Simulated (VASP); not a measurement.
A run of VASP 6.6.1 is set up as follows.

Contents of INCAR:

```
PREC = Accurate
ENCUT = 600
EDIFF = 1E-6
ISMEAR = 0
SIGMA = 0.02
LREAL = False
LASPH = True
NELM = 100
ALGO = Normal
ISIF = 3
LWAVE = False
LCHARG = False
GGA = PE
IBRION = 2
NSW = 100
EDIFFG = -0.01
```

KPOINTS

```
Automatic mesh
0
Gamma
  6 6 4
```

The input POSCAR:

```
CdTe
1.0
    4.6919331175      0.0000000000      0.0000000000
    0.0000000000      4.6919331175      0.0000000000
    0.0000000000      0.0000000000      6.9420839222
Cd Te
2 2
Direct
    0.0000000000      0.0000000000      0.0000000000
    0.5000000000      0.5000000000      0.0000000000
    0.5000000000      0.0000000000      0.7464199617
    0.0000000000      0.5000000000      0.2535800383
```

Potentials or basis: VASP PAW PBE potentials, release 64 (Cd, Te).

Run with:

```sh
$ cat potpaw_PBE.64/Cd/POTCAR potpaw_PBE.64/Te/POTCAR > POTCAR
$ mpirun -np 1 vasp_std > vasp.out
```

Estimate the relaxed cell.

a = 4.709 Å, b = 4.709 Å, c = 6.366 Å, α = 90.00°, β = 90.00°, γ = 90.00°.

Estimate the space group after relaxing (to 0.1 Å).

P4/nmm (No. 129).

Final structure:
```
Cd Te
1.0
     4.70916    0.00000    0.00000
     0.00000    4.70916    0.00000
     0.00000    0.00000    6.36589
Cd Te
2 2
Direct
  0.00000 0.00000 0.00000
  0.50000 0.50000 0.00000
  0.50000 0.00000 0.72458
  0.00000 0.50000 0.27542
```

Caveat: the cell differs from its parent crystal (atoms taken out).
